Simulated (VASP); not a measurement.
# Au in VASP: notebook

The runs below take Au through single point, with PBEsol.

Everything below comes from runs of VASP 6.6.1. Logs are shortened: lines on timing, memory, paths and dates and some standing lists are left out, and cuts for length are marked.

## (1) The cell of the first run

The typed cell holds 2 atoms: a = 2.870 Å, b = 2.874 Å, c = 4.004 Å, α = 90.00°, β = 90.00°, γ = 89.99°.

## (2) Single point, PBEsol (16.51 Å³/atom)

Input file INCAR:

```
PREC     = Accurate       # precision mode
ENCUT    = 520            # plane-wave cutoff, eV
EDIFF    = 1E-7           # SCF threshold, eV
ISMEAR   = 0              # smearing method
SIGMA    = 0.1            # smearing width, eV
LREAL    = False          # projectors in reciprocal space
LASPH    = True           # aspherical terms in the spheres
NELM     = 100            # most SCF steps
ALGO     = Fast           # electronic algorithm
ISIF     = 2              # what is computed and relaxed
LWAVE    = False          # write WAVECAR
LCHARG   = True           # write CHGCAR
GGA      = PS             # functional
LELF     = True           # ELF
LVHAR    = True         
NBANDS   = 18             # bands
```

Input file KPOINTS:

```
regular mesh
0
Gamma
  16 14 10
```

Input file POSCAR:

```
Au
1.0
    2.8484106153     -0.0176241042      0.3515851940
   -0.0284762181      2.8488493873      0.3764526029
   -0.4894549352     -0.5254052517      3.9390419730
Au
2
Direct
    0.2500000000      0.2500000000      0.7500000000
    0.7500000000      0.7500000000      0.2500000000
```

Potentials or basis: VASP PAW PBE potentials, release 64 (Au).

Command:

```bash
cat potpaw_PBE.64/Au/POTCAR > POTCAR
mpirun -np 1 vasp_std > vasp.out
```

OUTCAR:

```text
PREC = Accurate
   ENCUT = 520
   EDIFF = 1E-7
   ISMEAR = 0
   LREAL = False
   LASPH = True
   NELM = 100
   ISIF = 2
   GGA = PS

 ion  position               nearest neighbor table
   1  0.250  0.250  0.750-   2 2.85   2 2.85   2 2.85   2 2.85   2 2.85   2 2.85   2 2.85   2 2.85

   2  0.750  0.750  0.250-   1 2.85   1 2.85   1 2.85   1 2.85   1 2.85   1 2.85   1 2.85   1 2.85

  LATTYP: Found a simple monoclinic cell.
 ALAT       =     2.8700811471
 B/A-ratio  =     1.3950673858
 C/A-ratio  =     1.0012802028
 COS(beta)  =    -0.0001254598

  Lattice vectors:

 A1 = (   2.8484106153,  -0.0176241042,   0.3515851940)
 A2 = (  -0.4894549352,  -0.5254052517,   3.9390419730)
 A3 = (   0.0284762181,  -2.8488493873,  -0.3764526029)

Analysis of symmetry for initial positions (statically):
=====================================================================
 Subroutine PRICEL returns following result:

  LATTYP: Found a base centered monoclinic cell.
 ALAT       =     4.0612518412
 B/A-ratio  =     0.9858922222
 C/A-ratio  =     0.7066986386
 COS(beta)  =    -0.7066098628

  Lattice vectors:

 A1 = (  -1.1937159491,   1.6959393716,  -1.9570872821)
 A2 = (  -1.6831708843,   1.1705341199,   1.9819546909)
 A3 = (   2.8484106153,  -0.0176241042,   0.3515851940)

   2 primitive cells build up your supercell.

 Routine SETGRP: Setting up the symmetry group for a
 simple monoclinic supercell.

 Subroutine GETGRP returns: Found  4 space group operations
 (whereof  2 operations were pure point group operations)
 out of a pool of  4 trial point group operations.

The static configuration has the point symmetry S_2 .
 The point group associated with its full space group is C_2h.

Analysis of symmetry for dynamics (positions and initial velocities):
=====================================================================
 Subroutine PRICEL returns following result:

  LATTYP: Found a base centered monoclinic cell.
 ALAT       =     4.0612518412
 B/A-ratio  =     0.9858922222
 C/A-ratio  =     0.7066986386
 COS(beta)  =    -0.7066098628

  Lattice vectors:

 A1 = (  -1.1937159491,   1.6959393716,  -1.9570872821)
 A2 = (  -1.6831708843,   1.1705341199,   1.9819546909)
 A3 = (   2.8484106153,  -0.0176241042,   0.3515851940)

   2 primitive cells build up your supercell.

 Routine SETGRP: Setting up the symmetry group for a
[... 101 lines left out ...]
   LSORBIT =      F    spin-orbit coupling
   LASPH  =      T    aspherical Exc in radial PAW
   ENCUT  =  520.0 eV  38.22 Ry    6.18 a.u.   5.34  5.34  7.44*2*pi/ulx,y,z
   NELM   =    100;   NELMIN=  2; NELMDL= -5     # of ELM steps
   EDIFF  = 0.1E-06   stopping-criterion for ELM
   LREAL  =      F    real-space projection
   EDIFFG = 0.1E-05   stopping-criterion for IOM
   NSW    =      0    number of steps for IOM
   IBRION =     -1    ionic relax: 0-MD 1-quasi-New 2-CG
   NFREE  =      0    steps in history (QN), initial steepest desc. (CG)
   ISIF   =      2    stress and relaxation
   ISYM   =      2    0-nonsym 1-usesym 2-fastsym
   POTIM  = 0.5000    time-step for ionic-motion
   TEBEG  =    0.0;   TEEND  =   0.0 temperature during run
   PSTRESS=    0.0 pullay stress
   NELECT =      22.0000    total number of electrons
   NUPDOWN=      -1.0000    fix difference up-down
   EMIN   =  10.00;   EMAX   =-10.00  energy-range for DOS
   EFERMI =   0.00;   METHOD = LEGACY
   ISMEAR =     0;   SIGMA  =   0.10  broadening in eV -4-tet -1-fermi 0-gaus
   EFERMI_NEDOS =   21; number of points for ismear=-14 and -15
   IALGO  =     68    algorithm
   IMIX   =      4    mixing-type and parameters
     AMIX     =   0.40;   BMIX     =  1.00
     AMIX_MAG =   1.60;   BMIX_MAG =  1.00
  volume/ion in A,a.u.               =      16.51       111.43
  Fermi-wavevector in a.u.,A,eV,Ry     =   1.429787  2.701905 27.814257  2.044290
  Thomas-Fermi vector in A             =   2.549703
   LORBIT       =      0    0 simple, 1 ext, 2 COOP (PROOUT), +10 PAW based schemes
   GGA     = PS    functional components
   LHFCALC =     F    Hartree Fock is set to
   AEXX    =    0.0000 exact exchange contribution
   IVDW    =     0    specifies the selected vdW correction
   LEPSILON=     F    determine dielectric tensor
   LRPA    =     F    only Hartree local field effects (RPA)
 non-spin polarized calculation
 RMM-DIIS sequential band-by-band and
 Gauss-broadening in eV      SIGMA  =   0.10
  energy-cutoff  :      520.00
  volume of cell :       33.02
 maximum number of plane-waves:       906
 NGX is ok and might be reduce to    24
   NGX = 11   NGY = 11   NGZ = 15

 number of electron      22.0000007 magnetization

 Free energy of the ion-electron system (eV)
  ---------------------------------------------------
  ext. energy  EPLUGINS =         0.00000000
  ---------------------------------------------------
  free energy    TOTEN  =        -7.83285479 eV

  energy without entropy =       -7.83024899  energy(sigma->0) =       -7.83155189

 E-fermi :   9.8098     XC(G=0): -13.0722

 val. band max:        9.8084261270   @ k =   0.5000   0.1429   0.2000
 cond. band min:       9.8506676603   @ k =   0.2500   0.4286   0.3000
 fundamental gap:      0.0422415333
 Fermi energy:         9.8098228942

 k-point     1 :       0.0000    0.0000    0.0000
  band No.  band energies     occupation
      1      -0.4467      2.00000
      2       2.4544      2.00000
      3       2.7834      2.00000
      4       4.9121      2.00000
      5       4.9246      2.00000
      6       5.0520      2.00000
[... 481 lines left out ...]
      5       5.1336      2.00000
      6       5.2636      2.00000
[... 10 lines left out ...]
     17      26.8644      0.00000
     18      28.3096      0.00000

 [... further k-points ...]

------------------------ aborting loop because EDIFF is reached ----------------------------------------

  FORCE on cell =-STRESS in cart. coord.  units (eV):
  Direction    XX          YY          ZZ          XY          YZ          ZX
  --------------------------------------------------------------------------------------
  -------------------------------------------------------------------------------------
  Total        1.1274098      1.1268066      1.1380257     -0.0004262     -0.0016015     -0.0014245
  in kB       54.6964382     54.6671746     55.2114713     -0.0206774     -0.0776976     -0.0691095
  external PRESSURE =      54.8583614 kB  Pullay stress =       0.0000000 kB

 VOLUME and BASIS-vectors are now :
 -----------------------------------------------------------------------------
  energy-cutoff  :      520.00
  volume of cell :       33.02
      direct lattice vectors                 reciprocal lattice vectors
     2.848410615 -0.017624104  0.351585194     0.345791883 -0.002182866  0.042676025
    -0.028476218  2.848849387  0.376452603    -0.003491450  0.344961179  0.045578470
    -0.489454935 -0.525405252  3.939041973    -0.030530505 -0.032772961  0.245703807

 POSITION                                       TOTAL-FORCE (eV/Angst)
 -----------------------------------------------------------------------------------
      0.33789      0.31375      3.13629        -0.000000     -0.000000      0.000000
      1.99259      1.99207      1.53079         0.000000      0.000000      0.000000
 -----------------------------------------------------------------------------------
    total drift:                                0.000000     -0.000000      0.000000

  FREE ENERGIE OF THE ION-ELECTRON SYSTEM (eV)
  ---------------------------------------------------
  free  energy   TOTEN  =        -7.8328547856 eV

  energy  without entropy=       -7.8302489880  energy(sigma->0) =       -7.83155189
```

OSZICAR:

```text
N       E                     dE             d eps       ncg     rms          rms(c)
DAV:   1     0.121045559836E+03    0.12105E+03   -0.11755E+04 24640   0.119E+03
DAV:   2    -0.645655911770E+01   -0.12750E+03   -0.12215E+03 26178   0.263E+02
DAV:   3    -0.850056721376E+01   -0.20440E+01   -0.20313E+01 28846   0.335E+01
DAV:   4    -0.850897654854E+01   -0.84093E-02   -0.84084E-02 26766   0.225E+00
DAV:   5    -0.850904909541E+01   -0.72547E-04   -0.72545E-04 27370   0.223E-01    0.150E+01
RMM:   6    -0.788857965079E+01    0.62047E+00   -0.10178E+00 24629   0.757E+00    0.910E+00
RMM:   7    -0.783936937436E+01    0.49210E-01   -0.16129E-01 25368   0.320E+00    0.363E+00
RMM:   8    -0.783292534706E+01    0.64440E-02   -0.19604E-02 25648   0.109E+00    0.581E-01
RMM:   9    -0.783285522597E+01    0.70121E-04   -0.11693E-03 27039   0.261E-01    0.185E-01
RMM:  10    -0.783285833067E+01   -0.31047E-05   -0.17451E-04 26943   0.901E-02    0.167E-01
RMM:  11    -0.783285479458E+01    0.35361E-05   -0.35420E-05 26928   0.377E-02    0.179E-02
RMM:  12    -0.783285501784E+01   -0.22327E-06   -0.40385E-06 26681   0.125E-02    0.168E-02
RMM:  13    -0.783285470316E+01    0.31468E-06   -0.12590E-06 26760   0.809E-03    0.218E-03
RMM:  14    -0.783285482592E+01   -0.12276E-06   -0.16333E-07 19065   0.252E-03    0.111E-03
RMM:  15    -0.783285478564E+01    0.40280E-07   -0.37395E-08 12735   0.107E-03
   1 F= -.78328548E+01 E0= -.78315519E+01  d E =-.260580E-02
```

stdout:

```text
POSCAR found type information on POSCAR Au
 POSCAR found :  1 types and       2 ions
 scaLAPACK will be used
 -----------------------------------------------------------------------------
|                                                                             |
|                                                                             |
|     You enforced a specific xc type in the INCAR file but a different       |
|     I HOPE YOU KNOW WHAT YOU ARE DOING!                                     |
|                                                                             |
 -----------------------------------------------------------------------------

 LDA part: xc-table for (Slater+PW92), standard interpolation
 POSCAR, INCAR and KPOINTS ok, starting setup
 FFT: planning ... GRIDC
 FFT: planning ... GRID_SOFT
 FFT: planning ... GRID
 WAVECAR not read
 entering main loop
```

Run time: 2.1 min. Hardware: 1 thread of Intel Xeon 6975P-C (Granite Rapids), shared host; peak memory 0.41 GiB.

What came out:

```yaml
Free_energy: -7.8329 eV
Pressure: 5.5 GPa
Band_gap_on_the_k_mesh: zero (bands 11 and 12 overlap by 7.51 eV)
```

Caveat: the cell stands under pressure; the PAW data sets were made with another functional, which shifts forces and pressure a little; spin-orbit coupling is left out, which moves the levels of the heavy elements.

## (3) Single point, PBEsol

This run uses another cell than the first one, of 17.02 Å³/atom.

Input file INCAR:

```
PREC = Accurate ; ENCUT = 520
EDIFF = 1E-6 ; ISMEAR = 0
SIGMA = 0.1 ; LREAL = False
LASPH = True ; NELM = 100
ALGO = Fast ; ISIF = 2
LWAVE = False ; LCHARG = False
GGA = PS ; NBANDS = 18
```

KPOINTS is that of step 2.

Input file POSCAR:

```
Au
1.0
    2.8774780345     -0.0178039575      0.3551730682
   -0.0287668755      2.8779212187      0.3802947335
   -0.4944496940     -0.5307661813      3.9792391540
Au
2
Direct
    0.2499998664      0.2500001208      0.7499998005
    0.7500001336      0.7499998792      0.2500001995
```

Potentials or basis: VASP PAW PBE potentials, release 64 (Au).

Command:

```bash
cat potpaw_PBE.64/Au/POTCAR > POTCAR
mpirun -np 1 vasp_std > vasp.out
```

It took 1.7 min on 1 thread of Intel Xeon 6975P-C (Granite Rapids), shared host; peak memory 0.42 GiB.

It converged, with:

| Item | Value |
| --- | --- |
| Free energy | -7.8496 eV |
| Pressure | -0.2 GPa |
| Band gap on the k mesh | zero (bands 11 and 12 overlap by 7.28 eV) |

Levels at points of the mesh, in eV from the Fermi level:
| k point | band 7 | band 8 | band 9 | band 10 | band 11 | band 12 | band 13 | band 14 | band 15 | band 16 |
| --- | --- | --- | --- | --- | --- | --- | --- | --- | --- | --- |
| (0.00, 0.00, 0.00) | -3.20 | -3.06 | -1.97 | -1.60 | -1.60 | 1.14 | 5.99 | 9.79 | 9.83 | 14.52 |
| (0.50, 0.00, 0.00) | -3.76 | -3.76 | -3.18 | -3.18 | -0.33 | -0.33 | 8.70 | 8.70 | 10.37 | 10.37 |
| (0.00, 0.50, 0.00) | -3.75 | -3.75 | -3.18 | -3.18 | -0.35 | -0.35 | 8.70 | 8.70 | 10.35 | 10.35 |
| (0.50, 0.50, 0.00) | -1.66 | -1.66 | -1.56 | -1.56 | 0.89 | 0.89 | 5.66 | 5.66 | 10.05 | 10.05 |
| (0.00, 0.00, 0.50) | -3.47 | -3.47 | -3.46 | -3.46 | -2.62 | -2.62 | 14.70 | 14.70 | 14.74 | 14.74 |
| (0.50, 0.00, 0.50) | -1.95 | -1.95 | -1.90 | -1.90 | -1.01 | -1.01 | 3.09 | 3.09 | 13.94 | 13.94 |
| (0.00, 0.50, 0.50) | -1.96 | -1.96 | -1.89 | -1.89 | -1.02 | -1.02 | 3.07 | 3.07 | 13.95 | 13.95 |
| (0.50, 0.50, 0.50) | -3.28 | -3.28 | -1.65 | -1.65 | 4.58 | 4.58 | 6.31 | 6.31 | 6.32 | 6.32 |

Caveat: the PAW data sets were made with another functional, which shifts forces and pressure a little; spin-orbit coupling is left out, which moves the levels of the heavy elements.

The gap in the log of VASP goes by the Fermi energy; the results here count the filled bands.